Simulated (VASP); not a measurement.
A run of VASP 6.6.1 is set up as follows.

INCAR

```
SYSTEM = SnO2
ALGO = Normal
EDIFF = 1E-7
ENCUT = 520
GGA = PS
ISIF = 2
ISMEAR = 0
LASPH = .TRUE.
LCHARG = .FALSE.
LREAL = .FALSE.
LWAVE = .FALSE.
NBANDS = 35
NELM = 60
PREC = Accurate
SIGMA = 0.02
```

KPOINTS

```
k-points
0
G
  6 6 8
  0 0 0
```

File POSCAR:

```
SnO2
1.0
    4.4825381852      0.0000000000      0.0000000000
    0.0000000000      4.4838618572      0.0000000000
    0.0000000000      0.0000000000      3.3845102212
Sn O
2 4
Direct
    0.5000000000      0.5000000000      0.5000000000
    0.0000000000      0.0000000000      0.0000000000
    0.3091881029      0.3093650079      0.0000000000
    0.8091881029      0.1906349921      0.5000000000
    0.1908118971      0.8093650079      0.5000000000
    0.6908118971      0.6906349921      0.0000000000
```

Potentials or basis: VASP PAW PBE potentials, release 64 (Sn_d, O).

Launch:

```console
$ cat potpaw_PBE.64/Sn_d/POTCAR potpaw_PBE.64/O/POTCAR > POTCAR
$ mpirun -np 1 vasp_std > vasp.out
```

Problem. What does it give for the largest force?

Solution. 0.004 eV/Å.

Problem. Estimate the pressure.

Solution. 14.2 GPa.

Forces in eV/Å, atoms in the order of the input:
```
Sn   0.000  0.000  0.000
Sn   0.000  0.000  0.000
O    0.003  0.003  0.000
O    0.003 -0.003  0.000
O   -0.003  0.003  0.000
O   -0.003 -0.003  0.000
```

Caveat: the cell differs from its parent crystal (biaxial strain in the a-b plane: -6.0 %, then relaxed in part); the cell stands under pressure; the PAW data sets were made with another functional, which shifts forces and pressure a little.
